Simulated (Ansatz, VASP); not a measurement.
**One calculation of Pb, two programs**

```
CELL_PARAMETERS angstrom
0.00000 3.75842 3.75842
3.75842 0.00000 3.75842
3.75842 3.75842 0.00000
ATOMIC_POSITIONS crystal
Pb 0.12500 0.12500 0.12500
Pb 0.87500 0.87500 0.87500
```

Alike in both runs: task single point; functional BLYP; k mesh 9 × 9 × 9; occupations fermi-dirac, width 0.1 eV; no spin polarisation.

|  | VASP | Ansatz |
| --- | --- | --- |
| version | VASP 6.6.1 | Ansatz 0.2.0 |
| potentials or method | VASP PAW PBE potentials, release 64 (Pb_d), cutoff 520 eV | plane waves (420 eV) with PAW, scalar-relativistic |
| valence electrons in the cell | 28 | 28 |

|  | VASP | Ansatz | Ansatz less VASP |
| --- | --- | --- | --- |
| pressure (GPa) | -1.8 | -1.7 | 0.00 |

VASP's potentials were made for PBE, not for BLYP.

Neither program's run includes spin-orbit coupling.
